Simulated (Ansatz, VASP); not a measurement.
SiO2 in VASP and in Ansatz

```xyz
24
Lattice="-5.0833 -5.0833 0.0000 -5.0833 5.0833 0.0000 5.0833 0.0000 -7.0989" Properties=species:S:1:pos:R:3 pbc="T T T"
Si   -1.4942   -1.4942   -3.5494
Si   -1.4942    3.5891   -3.5494
Si   -6.1307    1.0475   -1.7747
Si   -1.0475    1.0475   -1.7747
Si   -4.0358   -1.0475   -5.3242
Si    1.0475   -1.0475   -5.3242
Si   -3.5891   -3.5891    0.0000
Si   -3.5891    1.4942    0.0000
O    -0.4758   -1.2258   -4.7868
O    -0.4758    3.8574   -4.7868
O    -4.6074   -3.8574   -1.2373
O    -4.6074    1.2258   -1.2373
O    -1.2258   -0.4758   -2.3121
O    -6.3091   -0.4758   -2.3121
O     1.3158    3.0175   -6.5615
O     1.3158   -2.0658   -6.5615
O     1.2258    0.4758   -5.8616
O    -3.8574    0.4758   -5.8616
O    -3.0175   -1.3158   -4.0869
O    -3.0175    3.7675   -4.0869
O    -7.1491    1.3158   -0.5374
O    -2.0658    1.3158   -0.5374
O    -1.3158   -3.0175   -3.0120
O    -1.3158    2.0658   -3.0120
```

Alike in both runs: task single point; functional PBE; k mesh 2 × 2 × 2; occupations gaussian, width 0.01 eV; no spin polarisation.

|  | VASP | Ansatz |
| --- | --- | --- |
| version | VASP 6.6.1 | Ansatz 0.2.0 |
| potentials or method | VASP PAW PBE potentials, release 64 (Si, O), cutoff 520 eV | scalar-relativistic, plane waves, PAW |
| valence electrons in the cell | 128 | 128 |

Ansatz gave:

| Quantity | Value |
| --- | --- |
| gap on the k mesh at the Fermi level (eV) | 5.51 |
| least direct gap on the mesh (eV) | 5.51 |
| pressure (GPa) | 0.0 |
| rms of the force components (eV/Å) | 0.000 |

Problem. Which values does VASP return?

Solution. gap on the k mesh at the Fermi level (eV): 5.51; least direct gap on the mesh (eV): 5.51; pressure (GPa): 0.1; rms of the force components (eV/Å): 0.008.

With one functional, cell and mesh, what is left measures potentials, basis and numerics.

The k mesh is coarse, so the values compare programs but aren't converged.
